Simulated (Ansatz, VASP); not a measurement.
## One calculation of C, two programs

```
CELL_PARAMETERS angstrom
0.00000 -1.78340 -1.78340
-1.78340 0.00000 -1.78340
1.78340 1.78340 -3.56680
ATOMIC_POSITIONS crystal
C 0.76214 0.76214 0.74595
C 0.26214 0.26214 0.24595
C 0.36286 0.36286 0.87905
C 0.86286 0.86286 0.37905
```

Change from the starting cell: mode 10 (1294.7 1/cm) frozen in, largest displacement +0.050 Å.

Alike in both runs: task single point; functional PBE; k mesh 12 × 12 × 10; occupations gaussian, width 0.05 eV; no spin polarisation.

```csv
,VASP,Ansatz
version,VASP 6.6.1,Ansatz 0.2.0
potentials or method,"VASP PAW PBE potentials, release 64 (C), cutoff 520 eV","scalar-relativistic, plane waves, PAW"
valence electrons in the cell,16,16
```

```csv
,VASP,Ansatz,Ansatz less VASP
gap on the k mesh at the Fermi level (eV),2.20,2.21,+0.006
least direct gap on the mesh (eV),2.33,2.33,-0.001
pressure (GPa),5.4,4.7,-0.68
"traceless stress, the component that is largest in VASP (GPa)",-0.29,-0.09,+0.195
rms of the force components (eV/Å),1.739,1.731,-0.0073
```

Atom by atom the forces differ by 0.007 eV/Å (rms over components). With one functional, cell and mesh, what is left measures potentials, basis and numerics.
